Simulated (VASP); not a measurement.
A run of VASP 6.6.1 is set up as follows.

File INCAR:

```
SYSTEM = NaLa
ALGO = Normal
EDIFF = 1E-7
ENCUT = 520
GGA = PE
ISIF = 2
ISMEAR = -1
LASPH = .True.
LCHARG = .False.
LREAL = .False.
LWAVE = .False.
NBANDS = 16
NELM = 80
PREC = Accurate
SIGMA = 0.1
```

Contents of KPOINTS:

```
k-points
0
Gamma
  7 7 4
  0 0 0
```

File POSCAR:

```
NaLa
1.0
    3.5820472439      0.0000000000      0.0000000000
   -1.7910231253      3.1021439322      0.0000000000
    0.0000000000      0.0000000000      6.4402653734
Na La
1 1
Direct
    0.0000000000      0.0000000000      0.0000000000
    0.3333333333      0.6666666667      0.5000000000
```

Potentials or basis: VASP PAW PBE potentials, release 64 (Na_pv, La).

The run is started by

```sh
$ cat potpaw_PBE.64/Na_pv/POTCAR potpaw_PBE.64/La/POTCAR > POTCAR
$ mpirun -np 1 vasp_std > vasp.out
```

(1) What does it give for the pressure?

(2) Estimate the band gap on the k mesh.

Results:

(1) 0.2 GPa.

(2) zero (band 9 reaches 4.75 eV, above the bottom of band 10 at 4.06 eV).

Caveat: spin-orbit coupling is left out, which moves the levels of the heavy elements.
